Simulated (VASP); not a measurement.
Input of a VASP 6.6.1 run:

The input INCAR:

```
PREC     = Accurate       # precision mode
ENCUT    = 520            # plane-wave cutoff, eV
EDIFF    = 1E-8           # SCF threshold, eV
ISMEAR   = -1             # smearing method
SIGMA    = 0.08           # smearing width, eV
LREAL    = F              # projectors in reciprocal space
LASPH    = T              # aspherical terms in the spheres
NELM     = 120            # most SCF steps
ALGO     = Normal         # electronic algorithm
ISIF     = 2              # what is computed and relaxed
LWAVE    = F              # write WAVECAR
LCHARG   = F              # write CHGCAR
LEFG     = T            
NBANDS   = 16             # bands
GGA_COMPAT= F
```

KPOINTS

```
regular mesh
0
Gamma
  11 11 11
```

POSCAR

```
Mg2Sn
1.0
    0.0000000000      3.3681972400      3.3681972400
    3.3681972400      0.0000000000      3.3681972400
    3.3681972400      3.3681972400      0.0000000000
Mg Sn
2 1
Direct
    0.2500000000      0.2500000000      0.2500000000
    0.7500000000      0.7500000000      0.7500000000
    0.0000000000      0.0000000000      0.0000000000
```

Potentials or basis: VASP PAW LDA potentials, release 64 (Mg, Sn_d).

Run with:

```console
$ cat potpaw_LDA.64/Mg/POTCAR potpaw_LDA.64/Sn_d/POTCAR > POTCAR
$ mpirun -np 1 vasp_std > vasp.out
```

Q: Estimate the band gap on the k mesh.

A: Zero (bands 9 and 10 overlap by 0.14 eV).

Q: Estimate the pressure.

A: -1.7 GPa.

Caveat: spin-orbit coupling is left out, which moves the levels of the heavy elements.
